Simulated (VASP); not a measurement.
The system is TiAl.

```
Ti Al
1.0
     2.86726    0.00000    0.00000
    -1.43363    2.48312    0.00000
     0.00000    0.00000    4.67808
Ti Al
1 1
Direct
  0.00000 0.00000 0.00000
  0.33333 0.66667 0.50000
```

- Program: VASP 6.6.1
- Task: relaxation of cell and atoms
- Functional: PBEsol
- Potentials or basis: VASP PAW PBE potentials, release 64 (Ti_sv, Al)
- Cutoff: 600 eV
- k mesh: 11 × 11 × 6
- Occupations: fermi-dirac, width 0.05 eV
- Spin: no spin polarisation

At the start: pressure -2.8 GPa; volume 16.65 Å³/atom.

Task: Where does the relaxation end?

Result: Over 11 steps the energy falls by 4.3 meV/atom and the volume is 16.23 Å³/atom (-2.6 %); space group P-6m2 (No. 187, to 0.05 Å).

The path:
```csv
step,energy change (eV),largest force (eV/Å),pressure (GPa),volume (Å³)
1,0.0000,0.0000,-2.83,33.31
2,-0.0053,0.0000,1.96,31.91
3,-0.0085,0.0000,0.06,32.43
4,-0.0085,0.0000,0.05,32.44
5,-0.0085,0.0000,-0.04,32.46
6,-0.0086,0.0000,-0.03,32.48
7,-0.0086,0.0000,-0.10,32.49
8,-0.0086,0.0000,-0.13,32.49
9,-0.0086,0.0000,-0.12,32.48
10,-0.0086,0.0000,0.10,32.42
11,-0.0086,0.0000,0.03,32.45
```

Final structure:
```
Ti Al
1.0
     2.84964    0.00000    0.00000
    -1.42482    2.46786    0.00000
     0.00000    0.00000    4.61469
Ti Al
1 1
Direct
  0.00000 0.00000 0.00000
  0.33333 0.66667 0.50000
```

Caveat: the PAW data sets were made with another functional, which shifts forces and pressure a little.
